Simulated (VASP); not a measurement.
# GeS (Pnma) in VASP: single point with r2SCAN

Aim: the single point of GeS with r2SCAN.

Program: VASP 6.6.1. These are calculated values, not measurements. Logs are shortened: lines on timing, memory, paths and dates and some standing lists are left out, and cuts for length are marked.

## 1. The cell of the first run

It takes space group Pnma (No. 62, orthorhombic). The conventional cell has a = 10.781 Å, b = 3.603 Å, c = 4.523 Å, α = 90.00°, β = 90.00°, γ = 90.00°. Within 3.2 Å of Ge (site symmetry m) lie 3 S at 2.42 to 2.44 Å. Within 3.2 Å of S (site symmetry m) lie 3 Ge at 2.42 to 2.44 Å.

## 2. Single point, r2SCAN

POSCAR reads:

```
GeS
1.0
   10.7807516100      0.0000000000      0.0000000000
    0.0000000000      3.6031403700      0.0000000000
    0.0000000000      0.0000000000      4.5231251300
Ge S
4 4
Direct
    0.8722463400      0.2500000000      0.3668910500
    0.1277536600      0.7500000000      0.6331089500
    0.6277536600      0.7500000000      0.8668910500
    0.3722463400      0.2500000000      0.1331089500
    0.6548307200      0.2500000000      0.5147881700
    0.3451692800      0.7500000000      0.4852118300
    0.8451692800      0.7500000000      0.0147881700
    0.1548307200      0.2500000000      0.9852118300
```

INCAR.step1 reads:

```
SYSTEM = GeS
ALGO = Normal ; EDIFF = 1E-5
ENCUT = 550 ; GGA = PE
GGA_COMPAT = .FALSE. ; ISMEAR = -1
LASPH = .TRUE. ; LCHARG = .FALSE.
LREAL = .FALSE. ; LWAVE = .TRUE.
NBANDS = 50 ; NELM = 120
PREC = Accurate ; SIGMA = 0.01
```

INCAR.step2 reads:

```
SYSTEM = GeS
ALGO = Normal ; EDIFF = 1E-6
ENCUT = 550 ; GGA_COMPAT = .FALSE.
ISIF = 2 ; ISMEAR = -1
ISTART = 1 ; LASPH = .TRUE.
LCHARG = .FALSE. ; LMIXTAU = .TRUE.
LREAL = .FALSE. ; LWAVE = .FALSE.
METAGGA = R2SCAN ; NBANDS = 50
NELM = 120 ; PREC = Accurate
SIGMA = 0.01
```

KPOINTS reads:

```
k-points
0
G
  3 9 7
  0 0 0
```

Potentials or basis: VASP PAW PBE potentials, release 64 (Ge_d, S).

Command:

```console
$ cat potpaw_PBE.64/Ge_d/POTCAR potpaw_PBE.64/S/POTCAR > POTCAR
$ cp INCAR.step1 INCAR
$ mpirun -np 1 vasp_std > vasp.out
$ cp INCAR.step2 INCAR
$ mpirun -np 1 vasp_std > vasp.out
```

OUTCAR:

```text
SYSTEM = GeS
   EDIFF = 1E-6
   ENCUT = 550
   ISIF = 2
   ISMEAR = -1
   ISTART = 1
   LASPH = .TRUE.
   LREAL = .FALSE.
   METAGGA = R2SCAN
   NELM = 120
   PREC = Accurate

 ion  position               nearest neighbor table
   1  0.872  0.250  0.367-   7 2.42   7 2.42   5 2.44
   2  0.128  0.750  0.633-   8 2.42   8 2.42   6 2.44
   3  0.628  0.750  0.867-   5 2.42   5 2.42   7 2.44
   4  0.372  0.250  0.133-   6 2.42   6 2.42   8 2.44
   5  0.655  0.250  0.515-   3 2.42   3 2.42   1 2.44
   6  0.345  0.750  0.485-   4 2.42   4 2.42   2 2.44
   7  0.845  0.750  0.015-   1 2.42   1 2.42   3 2.44
   8  0.155  0.250  0.985-   2 2.42   2 2.42   4 2.44

  LATTYP: Found a simple orthorhombic cell.
 ALAT       =     3.6031403700
 B/A-ratio  =     1.2553285927
 C/A-ratio  =     2.9920431909

  Lattice vectors:

 A1 = (   0.0000000000,   3.6031403700,   0.0000000000)
 A2 = (   0.0000000000,   0.0000000000,   4.5231251300)
 A3 = (  10.7807516100,   0.0000000000,   0.0000000000)

Analysis of symmetry for initial positions (statically):
=====================================================================
 Subroutine PRICEL returns:
 Original cell was already a primitive cell.

 Routine SETGRP: Setting up the symmetry group for a
 simple orthorhombic supercell.

 Subroutine GETGRP returns: Found  8 space group operations
 (whereof  2 operations were pure point group operations)
 out of a pool of  8 trial point group operations.

The static configuration has the point symmetry S_2 .
 The point group associated with its full space group is D_2h.

Analysis of symmetry for dynamics (positions and initial velocities):
=====================================================================
 Subroutine PRICEL returns:
 Original cell was already a primitive cell.

 Routine SETGRP: Setting up the symmetry group for a
 simple orthorhombic supercell.

 Subroutine GETGRP returns: Found  8 space group operations
 (whereof  2 operations were pure point group operations)
 out of a pool of  8 trial point group operations.

The dynamic configuration has the point symmetry S_2 .
 The point group associated with its full space group is D_2h.

 Subroutine INISYM returns: Found  8 space group operations
 (whereof  2 operations are pure point group operations),
 and found     1 'primitive' translations

----------------------------------------------------------------------------------------

                                     Primitive cell

  volume of cell :     175.6988

  direct lattice vectors                    reciprocal lattice vectors
    10.780751610  0.000000000  0.000000000     0.092757911  0.000000000  0.000000000
     0.000000000  3.603140370  0.000000000     0.000000000  0.277535676  0.000000000
     0.000000000  0.000000000  4.523125130     0.000000000  0.000000000  0.221086079

  length of vectors
    10.780751610  3.603140370  4.523125130     0.092757911  0.277535676  0.221086079

  position of ions in fractional coordinates (direct lattice)
     0.872246340  0.250000000  0.366891050
     0.127753660  0.750000000  0.633108950
     0.627753660  0.750000000  0.866891050
     0.372246340  0.250000000  0.133108950
     0.654830720  0.250000000  0.514788170
     0.345169280  0.750000000  0.485211830
     0.845169280  0.750000000  0.014788170
     0.154830720  0.250000000  0.985211830

  ion indices of the primitive-cell ions
   primitive index   ion index
                 1           1
                 2           2
                 3           3
                 4           4
                 5           5
                 6           6
                 7           7
                 8           8

----------------------------------------------------------------------------------------

 KPOINTS: k-points

Automatic generation of k-mesh.
 Grid dimensions read from file:
 generate k-points for:    3    9    7

 Generating k-lattice:

  Cartesian coordinates                     Fractional coordinates (reciprocal lattice)
     0.030919304  0.000000000  0.000000000     0.333333333  0.000000000  0.000000000
     0.000000000  0.030837297  0.000000000     0.000000000  0.111111111  0.000000000
     0.000000000  0.000000000  0.031583726     0.000000000  0.000000000  0.142857143

  Length of vectors
     0.030919304  0.030837297  0.031583726

  Shift w.r.t. Gamma in fractional coordinates (k-lattice)
     0.000000000  0.000000000  0.000000000

 Subroutine IBZKPT returns following result:
 ===========================================

 Found     40 irreducible k-points:

 Following reciprocal coordinates:
            Coordinates               Weight
  0.000000  0.000000  0.000000      1.000000
  0.333333  0.000000  0.000000      2.000000
  0.000000  0.111111  0.000000      2.000000
  0.333333  0.111111  0.000000      4.000000
  0.000000  0.222222  0.000000      2.000000
  0.333333  0.222222  0.000000      4.000000
[... 16 lines left out ...]
  0.000000  0.111111  0.285714      4.000000
  0.333333  0.111111  0.285714      8.000000
 [... further k-points ...]
   k-points           NKPTS =     40   k-points in BZ     NKDIM =     40   number of bands    NBANDS=     50
   number of dos      NEDOS =    301   number of ions     NIONS =      8
   total plane-waves  NPLWV =  84672
   dimension x,y,z NGX =    84 NGY =   28 NGZ =   36
   dimension x,y,z NGXF=   168 NGYF=   56 NGZF=   72
   ions per type =               4   4
   NGX,Y,Z   is equivalent  to a cutoff of  12.95, 12.92, 13.23 a.u.
   NGXF,Y,Z  is equivalent  to a cutoff of  25.91, 25.84, 26.46 a.u.
 SYSTEM =  GeS
   PREC   = accura    normal or accurate (medium, high low for compatibility)
   ISTART =      1    job   : 0-new  1-cont  2-samecut
   ICHARG =      0    charge: 1-file 2-atom 10-const
   ISPIN  =      1    spin polarized calculation?
   LNONCOLLINEAR =      F non collinear calculations
   LSORBIT =      F    spin-orbit coupling
   LASPH  =      T    aspherical Exc in radial PAW
   ENCUT  =  550.0 eV  40.42 Ry    6.36 a.u.  20.62  6.89  8.65*2*pi/ulx,y,z
   NELM   =    120;   NELMIN=  2; NELMDL=  0     # of ELM steps
   EDIFF  = 0.1E-05   stopping-criterion for ELM
   LREAL  =      F    real-space projection
   EDIFFG = 0.1E-04   stopping-criterion for IOM
   NSW    =      0    number of steps for IOM
   IBRION =     -1    ionic relax: 0-MD 1-quasi-New 2-CG
   NFREE  =      0    steps in history (QN), initial steepest desc. (CG)
   ISIF   =      2    stress and relaxation
   ISYM   =      2    0-nonsym 1-usesym 2-fastsym
   POTIM  = 0.5000    time-step for ionic-motion
   TEBEG  =    0.0;   TEEND  =   0.0 temperature during run
   PSTRESS=    0.0 pullay stress
   NELECT =      80.0000    total number of electrons
   NUPDOWN=      -1.0000    fix difference up-down
   EMIN   =  10.00;   EMAX   =-10.00  energy-range for DOS
   EFERMI =   0.00;   METHOD = LEGACY
   ISMEAR =    -1;   SIGMA  =   0.01  broadening in eV -4-tet -1-fermi 0-gaus
   EFERMI_NEDOS =   21; number of points for ismear=-14 and -15
   IALGO  =     38    algorithm
   IMIX   =      4    mixing-type and parameters
     AMIX     =   0.40;   BMIX     =  1.00
     AMIX_MAG =   1.60;   BMIX_MAG =  1.00
  volume/ion in A,a.u.               =      21.96       148.21
  Fermi-wavevector in a.u.,A,eV,Ry     =   1.259453  2.380021 21.581851  1.586221
  Thomas-Fermi vector in A             =   2.393012
   LORBIT       =      0    0 simple, 1 ext, 2 COOP (PROOUT), +10 PAW based schemes
   METAGGA = R2SCAN    functional components
   LHFCALC =     F    Hartree Fock is set to
   AEXX    =    0.0000 exact exchange contribution
   IVDW    =     0    specifies the selected vdW correction
   LEPSILON=     F    determine dielectric tensor
   LRPA    =     F    only Hartree local field effects (RPA)
 non-spin polarized calculation
  energy-cutoff  :      550.00
  volume of cell :      175.70
 maximum number of plane-waves:      5178
 NGX is ok and might be reduce to    84
   NGX = 41   NGY = 13   NGZ = 17

 number of electron      80.0000035 magnetization

 Free energy of the ion-electron system (eV)
  ---------------------------------------------------
  ext. energy  EPLUGINS =         0.00000000
  ---------------------------------------------------
  free energy    TOTEN  =       -89.59762797 eV

  energy without entropy =      -89.59762797  energy(sigma->0) =      -89.59762797

 E-fermi :   4.5001     XC(G=0): -10.3826

 val. band max:        4.3050845153   @ k =   0.0000   0.0000   0.0000
 cond. band min:       5.6724170231   @ k =   0.0000   0.0000   0.0000
 fundamental gap:      1.3673325078
 Fermi energy:         4.5001161929

 k-point     1 :       0.0000    0.0000    0.0000
  band No.  band energies     occupation
      1     -20.9214      2.00000
      2     -20.9188      2.00000
      3     -20.9117      2.00000
      4     -20.9099      2.00000
      5     -20.9072      2.00000
      6     -20.9064      2.00000
[... 42 lines left out ...]
     49      10.1200      0.00000
     50      10.5200      0.00000

 k-point     2 :       0.3333    0.0000    0.0000
  band No.  band energies     occupation
      1     -20.9208      2.00000
      2     -20.9196      2.00000
      3     -20.9112      2.00000
      4     -20.9103      2.00000
      5     -20.9070      2.00000
      6     -20.9066      2.00000
[... 42 lines left out ...]
     49      10.0791      0.00000
     50      10.1255      0.00000

 k-point     3 :       0.0000    0.1111    0.0000
  band No.  band energies     occupation
      1     -20.9198      2.00000
      2     -20.9176      2.00000
      3     -20.9101      2.00000
      4     -20.9090      2.00000
      5     -20.9075      2.00000
      6     -20.9074      2.00000
[... 42 lines left out ...]
     49       9.5345      0.00000
     50      10.4637      0.00000

 k-point     4 :       0.3333    0.1111    0.0000
  band No.  band energies     occupation
      1     -20.9193      2.00000
      2     -20.9182      2.00000
      3     -20.9097      2.00000
      4     -20.9092      2.00000
      5     -20.9076      2.00000
      6     -20.9075      2.00000
[... 999 lines left out ...]
 k-point    23 :       0.0000    0.1111    0.2857
  band No.  band energies     occupation
      1     -20.9179      2.00000
      2     -20.9161      2.00000
      3     -20.9119      2.00000
      4     -20.9109      2.00000
      5     -20.9075      2.00000
      6     -20.9068      2.00000
[... 42 lines left out ...]
     49       8.9121      0.00000
     50       9.1508      0.00000

 k-point    24 :       0.3333    0.1111    0.2857
  band No.  band energies     occupation
      1     -20.9175      2.00000
      2     -20.9166      2.00000
      3     -20.9115      2.00000
      4     -20.9110      2.00000
      5     -20.9074      2.00000
      6     -20.9071      2.00000
[... 42 lines left out ...]
     49       8.8861      0.00000
     50       9.2564      0.00000

 [... further k-points ...]
[... 5 lines left out ...]
  --------------------------------------------------------------------------------------
  -------------------------------------------------------------------------------------
  Total        0.1594387     -0.1372343      0.1600245      0.0000000      0.0000000      0.0000000
  in kB        1.4539034     -1.2514239      1.4592454      0.0000000      0.0000000      0.0000000
  external PRESSURE =       0.5539083 kB  Pullay stress =       0.0000000 kB

 VOLUME and BASIS-vectors are now :
 -----------------------------------------------------------------------------
  energy-cutoff  :      550.00
  volume of cell :      175.70
      direct lattice vectors                 reciprocal lattice vectors
    10.780751610  0.000000000  0.000000000     0.092757911  0.000000000  0.000000000
     0.000000000  3.603140370  0.000000000     0.000000000  0.277535676  0.000000000
     0.000000000  0.000000000  4.523125130     0.000000000  0.000000000  0.221086079

 POSITION                                       TOTAL-FORCE (eV/Angst)
 -----------------------------------------------------------------------------------
      9.40347      0.90079      1.65949         0.005076     -0.000000      0.009712
      1.37728      2.70236      2.86363        -0.005076      0.000000     -0.009712
      6.76766      2.70236      3.92106        -0.005076     -0.000000      0.009712
      4.01310      0.90079      0.60207         0.005076     -0.000000     -0.009712
      7.05957      0.90079      2.32845         0.005700     -0.000000     -0.014850
      3.72118      2.70236      2.19467        -0.005700      0.000000      0.014850
      9.11156      2.70236      0.06689        -0.005700     -0.000000     -0.014850
      1.66919      0.90079      4.45624         0.005700      0.000000      0.014850
 -----------------------------------------------------------------------------------
    total drift:                                0.000000     -0.000000     -0.000000

  FREE ENERGIE OF THE ION-ELECTRON SYSTEM (eV)
  ---------------------------------------------------
  free  energy   TOTEN  =       -89.5976279706 eV

  energy  without entropy=      -89.5976279706  energy(sigma->0) =      -89.59762797
```

It took 15 min on 1 thread of AMD EPYC 7R13 (Zen 3), shared host; peak memory 0.45 GiB.

What came out:

| Item | Value |
| --- | --- |
| Free energy | -89.5976 eV |
| Pressure | 0.1 GPa |
| Largest force | 0.016 eV/Å |
| Band gap on the k mesh | 1.37 eV |

Forces in eV/Å, atoms in the order of the input:
```
Ge   0.005  0.000  0.010
Ge  -0.005  0.000 -0.010
Ge  -0.005  0.000  0.010
Ge   0.005  0.000 -0.010
S    0.006  0.000 -0.015
S   -0.006  0.000  0.015
S   -0.006  0.000 -0.015
S    0.006  0.000  0.015
```

Caveat: the PAW data sets were made with another functional, which shifts forces and pressure a little.
